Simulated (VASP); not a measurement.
# Y (P6_3/mmc) in VASP: band structure with revPBE

Aim: the band structure of Y with revPBE.

Everything below comes from runs of VASP 6.6.1. Logs are shortened: lines on timing, memory, paths and dates and some standing lists are left out, and cuts for length are marked.

## (1) The cell of the first run

It takes space group P6_3/mmc (No. 194, hexagonal). Conventional cell: a = 3.647 Å, b = 3.647 Å, c = 5.731 Å, α = 90.00°, β = 90.00°, γ = 120.00°. Y (site symmetry -6m2) has 12 Y at 3.56 to 3.65 Å within 4.7 Å.

## (2) Band structure, revPBE

Contents of INCAR:

```
GGA = RE
ISMEAR = -1
SIGMA = 0.02
LWAVE = False
LCHARG = False
NBANDS = 36
PREC = Accurate
LASPH = True
LREAL = False
ALGO = Normal
EDIFF = 1E-6
NELM = 120
GGA_COMPAT = False
ENCUT = 500
LMAXMIX = 4
```

Contents of KPOINTS:

```
Automatic mesh
0
Gamma
  19 19 11
  0 0 0
```

Contents of KPOINTS_OPT:

```
path GMKGALHA,LM,KH
12
line-mode
reciprocal
 0.0000000000  0.0000000000  0.0000000000  G
 0.5000000000  0.0000000000  0.0000000000  M

 0.5000000000  0.0000000000  0.0000000000  M
 0.3333333333  0.3333333333  0.0000000000  K

 0.3333333333  0.3333333333  0.0000000000  K
 0.0000000000  0.0000000000  0.0000000000  G

 0.0000000000  0.0000000000  0.0000000000  G
 0.0000000000  0.0000000000  0.5000000000  A

 0.0000000000  0.0000000000  0.5000000000  A
 0.5000000000  0.0000000000  0.5000000000  L

 0.5000000000  0.0000000000  0.5000000000  L
 0.3333333333  0.3333333333  0.5000000000  H

 0.3333333333  0.3333333333  0.5000000000  H
 0.0000000000  0.0000000000  0.5000000000  A

 0.5000000000  0.0000000000  0.5000000000  L
 0.5000000000  0.0000000000  0.0000000000  M

 0.3333333333  0.3333333333  0.0000000000  K
 0.3333333333  0.3333333333  0.5000000000  H
```

Contents of POSCAR:

```
Y
1.0
    3.6474000000      0.0000000000      0.0000000000
   -1.8237000000      3.1587410578      0.0000000000
    0.0000000000      0.0000000000      5.7306000000
Y
2
Direct
    0.6666666667      0.3333333333      0.7500000000
    0.3333333333      0.6666666667      0.2500000000
```

Potentials or basis: VASP PAW PBE potentials, release 64 (Y_sv).

Run with:

```console
> cat potpaw_PBE.64/Y_sv/POTCAR > POTCAR
> mpirun -np 1 vasp_std > vasp.out
```

OUTCAR:

```text
GGA = RE
   ISMEAR = -1
   PREC = Accurate
   LASPH = True
   LREAL = False
   EDIFF = 1E-6
   NELM = 120
   ENCUT = 500

 ion  position               nearest neighbor table
   1  0.667  0.333  0.750-   2 3.56   2 3.56   2 3.56   2 3.56   2 3.56   2 3.56
   2  0.333  0.667  0.250-   1 3.56   1 3.56   1 3.56   1 3.56   1 3.56   1 3.56

  LATTYP: Found a hexagonal cell.
 ALAT       =     3.6474000000
 C/A-ratio  =     1.5711465702

  Lattice vectors:

 A1 = (   3.6474000000,   0.0000000000,   0.0000000000)
 A2 = (  -1.8237000000,   3.1587410578,   0.0000000000)
 A3 = (   0.0000000000,   0.0000000000,   5.7306000000)

Analysis of symmetry for initial positions (statically):
=====================================================================
 Subroutine PRICEL returns:
 Original cell was already a primitive cell.

 Routine SETGRP: Setting up the symmetry group for a
 hexagonal supercell.

 Subroutine GETGRP returns: Found 24 space group operations
 (whereof 12 operations were pure point group operations)
 out of a pool of 24 trial point group operations.

The static configuration has the point symmetry D_3d.
 The point group associated with its full space group is D_6h.

Analysis of symmetry for dynamics (positions and initial velocities):
=====================================================================
 Subroutine PRICEL returns:
 Original cell was already a primitive cell.

 Routine SETGRP: Setting up the symmetry group for a
 hexagonal supercell.

 Subroutine GETGRP returns: Found 24 space group operations
 (whereof 12 operations were pure point group operations)
 out of a pool of 24 trial point group operations.

The dynamic configuration has the point symmetry D_3d.
 The point group associated with its full space group is D_6h.

 Subroutine INISYM returns: Found 24 space group operations
 (whereof 12 operations are pure point group operations),
 and found     1 'primitive' translations

----------------------------------------------------------------------------------------

                                     Primitive cell

  volume of cell :      66.0233

  direct lattice vectors                    reciprocal lattice vectors
     3.647400000  0.000000000  0.000000000     0.274167900  0.158290911  0.000000000
    -1.823700000  3.158741058  0.000000000     0.000000000  0.316581822  0.000000000
     0.000000000  0.000000000  5.730600000     0.000000000  0.000000000  0.174501797

  length of vectors
     3.647400000  3.647400000  5.730600000     0.316581822  0.316581822  0.174501797

  position of ions in fractional coordinates (direct lattice)
     0.666666667  0.333333333  0.750000000
     0.333333333  0.666666667  0.250000000

  ion indices of the primitive-cell ions
   primitive index   ion index
[... 79 lines left out ...]
   NFREE  =      0    steps in history (QN), initial steepest desc. (CG)
   ISIF   =      2    stress and relaxation
   ISYM   =      2    0-nonsym 1-usesym 2-fastsym
   POTIM  = 0.5000    time-step for ionic-motion
   TEBEG  =    0.0;   TEEND  =   0.0 temperature during run

   SCALEE = 1.0000    scale energy and forces
   PSTRESS=    0.0 pullay stress
   NELECT =      22.0000    total number of electrons
   NUPDOWN=      -1.0000    fix difference up-down
   EMIN   =  10.00;   EMAX   =-10.00  energy-range for DOS
   EFERMI =   0.00;   METHOD = LEGACY
   ISMEAR =    -1;   SIGMA  =   0.02  broadening in eV -4-tet -1-fermi 0-gaus
   EFERMI_NEDOS =   21; number of points for ismear=-14 and -15
   IALGO  =     38    algorithm
   IMIX   =      4    mixing-type and parameters
     AMIX     =   0.40;   BMIX     =  1.00
     AMIX_MAG =   1.60;   BMIX_MAG =  1.00
  volume/ion in A,a.u.               =      33.01       222.77
  Fermi-wavevector in a.u.,A,eV,Ry     =   1.134967  2.144777 17.526345  1.288150
  Thomas-Fermi vector in A             =   2.271671
   LORBIT       =      0    0 simple, 1 ext, 2 COOP (PROOUT), +10 PAW based schemes
   GGA     = RE    functional components
   LHFCALC =     F    Hartree Fock is set to
   AEXX    =    0.0000 exact exchange contribution
   IVDW    =     0    specifies the selected vdW correction
   LEPSILON=     F    determine dielectric tensor
   LRPA    =     F    only Hartree local field effects (RPA)

   CSHIFT  =0.1000    complex shift for real part using Kramers Kronig

   OMEGAMAX=  -1.0    maximum frequency
 non-spin polarized calculation
  energy-cutoff  :      500.00
  volume of cell :       66.02
 maximum number of plane-waves:      1713
 NGX is ok and might be reduce to    28
   NGX = 13   NGY = 13   NGZ = 21

 number of electron      21.9999999 magnetization

 Free energy of the ion-electron system (eV)
  ---------------------------------------------------
  ext. energy  EPLUGINS =         0.00000000
  ---------------------------------------------------
  free energy    TOTEN  =       -12.33936831 eV

  energy without entropy =      -12.33449999  energy(sigma->0) =      -12.33693415

 E-fermi :   3.0531     XC(G=0):  -9.3406

 val. band max:        3.0447120288   @ k =   0.3684   0.2632   0.4545
 cond. band min:       3.0531753620   @ k =   0.3158   0.2105   0.2727
 fundamental gap:      0.0084633332
 Fermi energy:         3.0531378087

 k-point     1 :       0.0000    0.0000    0.0000
  band No.  band energies     occupation
      1     -39.6851      2.00000
      2     -39.6143      2.00000
      3     -19.9477      2.00000
      4     -19.4872      2.00000
      5     -19.4872      2.00000
      6     -19.4008      2.00000
[... 613 lines left out ...]
     22      11.2116      0.00000
     23      11.2228      0.00000

 [... further k-points ...]

 [bands above 23 left out]

------------------------ aborting loop because EDIFF is reached ----------------------------------------

  FORCE on cell =-STRESS in cart. coord.  units (eV):
  Direction    XX          YY          ZZ          XY          YZ          ZX
  --------------------------------------------------------------------------------------
  -------------------------------------------------------------------------------------
  Total        0.4499538      0.4499538      0.1043839      0.0000000     -0.0000000      0.0000000
  in kB       10.9189519     10.9189519      2.5330665      0.0000000     -0.0000000      0.0000000
  external PRESSURE =       8.1236568 kB  Pullay stress =       0.0000000 kB

 VOLUME and BASIS-vectors are now :
 -----------------------------------------------------------------------------
  energy-cutoff  :      500.00
  volume of cell :       66.02
      direct lattice vectors                 reciprocal lattice vectors
     3.647400000  0.000000000  0.000000000     0.274167900  0.158290911  0.000000000
    -1.823700000  3.158741058  0.000000000     0.000000000  0.316581822  0.000000000
     0.000000000  0.000000000  5.730600000     0.000000000  0.000000000  0.174501797

 POSITION                                       TOTAL-FORCE (eV/Angst)
 -----------------------------------------------------------------------------------
      1.82370      1.05291      4.29795         0.000000     -0.000000      0.000000
     -0.00000      2.10583      1.43265        -0.000000      0.000000      0.000000
 -----------------------------------------------------------------------------------
    total drift:                               -0.000000      0.000000     -0.000000

  FREE ENERGIE OF THE ION-ELECTRON SYSTEM (eV)
  ---------------------------------------------------
  free  energy   TOTEN  =       -12.3393683067 eV

  energy  without entropy=      -12.3344999924  energy(sigma->0) =      -12.33693415
```

OSZICAR:

```text
N       E                     dE             d eps       ncg     rms          rms(c)
DAV:   1     0.117936305194E+03    0.11794E+03   -0.91320E+03 17304   0.564E+02
DAV:   2    -0.389298193140E+01   -0.12183E+03   -0.11623E+03 20816   0.175E+02
DAV:   3    -0.123996143945E+02   -0.85066E+01   -0.81772E+01 27240   0.302E+01
[... 12 lines left out ...]
       N       E                     dE             ncg
DAV:   1    -0.219430151782E+05   -0.86791E+05     7792
DAV:   2    -0.354664817343E+05   -0.13523E+05     9336
DAV:   3    -0.363802806507E+05   -0.91380E+03    12392
DAV:   4    -0.364111338975E+05   -0.30853E+02     9132
DAV:   5    -0.364113975406E+05   -0.26364E+00     9376
DAV:   6    -0.364114012820E+05   -0.37414E-02     9304
DAV:   7    -0.364114013482E+05   -0.66221E-04     9076
DAV:   8    -0.364114013494E+05   -0.11391E-05     7016
DAV:   9    -0.364114013495E+05   -0.14202E-06     5408
```

stdout:

```text
POSCAR found type information on POSCAR Y
 POSCAR found :  1 types and       2 ions
 scaLAPACK will be used
 -----------------------------------------------------------------------------
|                                                                             |
|                                                                             |
|     You enforced a specific xc type in the INCAR file but a different       |
|     I HOPE YOU KNOW WHAT YOU ARE DOING!                                     |
|                                                                             |
 -----------------------------------------------------------------------------

 LDA part: xc-table for (Slater+PW92), standard interpolation
 POSCAR, INCAR and KPOINTS ok, starting setup
 FFT: planning ... GRIDC
 FFT: planning ... GRID_SOFT
 FFT: planning ... GRID
 WAVECAR not read
 entering main loop
 Start KPOINTS_OPT (optional k-point list driver)
k-point batch [1-108\108]
```

Run time: 5.9 min. Hardware: 1 thread of Intel Xeon Platinum 8488C (Sapphire Rapids), shared host; peak memory 0.7 GiB.

Results:

```yaml
Free_energy: -12.3394 eV
Pressure: 0.8 GPa
Band_gap_along_the_path: zero within the smearing
```

Levels at the corners of the path, in eV from the Fermi level:
| point | band 6 | band 7 | band 8 | band 9 | band 10 | band 11 | band 12 | band 13 | band 14 | band 15 |
| --- | --- | --- | --- | --- | --- | --- | --- | --- | --- | --- |
| Γ | -22.45 | -22.45 | -22.42 | -4.68 | -1.85 | 0.83 | 1.76 | 1.76 | 2.04 | 2.36 |
| M | -22.65 | -22.57 | -22.51 | -1.67 | -1.17 | -0.81 | -0.13 | 1.38 | 1.49 | 2.05 |
| M | -22.65 | -22.57 | -22.51 | -1.67 | -1.17 | -0.81 | -0.13 | 1.38 | 1.49 | 2.05 |
| K | -22.66 | -22.66 | -22.65 | -0.69 | -0.67 | -0.67 | -0.46 | 1.07 | 1.07 | 2.32 |
| K | -22.66 | -22.66 | -22.65 | -0.69 | -0.67 | -0.67 | -0.46 | 1.07 | 1.07 | 2.32 |
| Γ | -22.45 | -22.45 | -22.42 | -4.68 | -1.85 | 0.83 | 1.76 | 1.76 | 2.04 | 2.36 |
| Γ | -22.45 | -22.45 | -22.42 | -4.68 | -1.85 | 0.83 | 1.76 | 1.76 | 2.04 | 2.36 |
| A | -22.50 | -22.50 | -22.50 | -3.25 | -3.25 | 0.94 | 0.94 | 1.68 | 1.68 | 1.68 |
| A | -22.50 | -22.50 | -22.50 | -3.25 | -3.25 | 0.94 | 0.94 | 1.68 | 1.68 | 1.68 |
| L | -22.58 | -22.57 | -22.57 | -1.64 | -1.64 | 0.06 | 0.06 | 1.36 | 1.36 | 2.77 |
| L | -22.58 | -22.57 | -22.57 | -1.64 | -1.64 | 0.06 | 0.06 | 1.36 | 1.36 | 2.77 |
| H | -22.75 | -22.52 | -22.52 | -0.39 | -0.39 | -0.36 | -0.36 | 0.39 | 0.39 | 2.74 |
| H | -22.75 | -22.52 | -22.52 | -0.39 | -0.39 | -0.36 | -0.36 | 0.39 | 0.39 | 2.74 |
| A | -22.50 | -22.50 | -22.50 | -3.25 | -3.25 | 0.94 | 0.94 | 1.68 | 1.68 | 1.68 |
| L | -22.58 | -22.57 | -22.57 | -1.64 | -1.64 | 0.06 | 0.06 | 1.36 | 1.36 | 2.77 |
| M | -22.65 | -22.57 | -22.51 | -1.67 | -1.17 | -0.81 | -0.13 | 1.38 | 1.49 | 2.05 |
| K | -22.66 | -22.66 | -22.65 | -0.69 | -0.67 | -0.67 | -0.46 | 1.07 | 1.07 | 2.32 |
| H | -22.75 | -22.52 | -22.52 | -0.39 | -0.39 | -0.36 | -0.36 | 0.39 | 0.39 | 2.74 |

Caveat: the PAW data sets were made with another functional, which shifts forces and pressure a little.
